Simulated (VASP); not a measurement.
Write the native input for VASP 6.6.1 that does the following.

```yaml
Task: single point
Functional: PBEsol
Potentials_or_basis: VASP PAW PBE potentials, release 64 (Al, N)
Cutoff: 520 eV
k_mesh: 9 × 9 × 6
Occupations: gaussian, width 0.05 eV
Spin: no spin polarisation
Dipole_correction: no
Further_INCAR_settings: ALGO = Normal; EDIFF = 1e-06; NBANDS = 16
```

The structure of AlN lies in POSCAR:

```
AlN
1.0
    3.3609000000      0.0000000000      0.0000000000
   -1.6804500000      2.9106247796      0.0000000000
    0.0000000000      0.0000000000      4.0572000000
Al N
2 2
Direct
    0.3333333333      0.6666666667      0.7500000000
    0.6666666667      0.3333333333      0.2500000000
    0.3333333333      0.6666666667      0.2500000000
    0.6666666667      0.3333333333      0.7500000000
```

The input as run:

INCAR

```
PREC = Accurate ; ENCUT = 520
EDIFF = 1E-6 ; ISMEAR = 0
SIGMA = 0.05 ; LREAL = False
LASPH = True ; NELM = 80
ALGO = Normal ; ISIF = 2
LWAVE = False ; LCHARG = True
GGA = PS ; LELF = True
LVHAR = True ; NBANDS = 16
```

KPOINTS

```
regular mesh
0
Gamma
  9 9 6
```

Potentials or basis: VASP PAW PBE potentials, release 64 (Al, N).

The run is started by

```bash
$ cat potpaw_PBE.64/Al/POTCAR potpaw_PBE.64/N/POTCAR > POTCAR
$ mpirun -np 1 vasp_std > vasp.out
```

Results of the run:

The pressure is -3.6 GPa. The band gap on the k mesh is 3.34 eV, direct.

Caveat: the PAW data sets were made with another functional, which shifts forces and pressure a little.

It took 14 s on 1 thread of Intel(R) Xeon(R) 6975P-C (Granite Rapids) (shared host), peak memory 0.16 GiB.
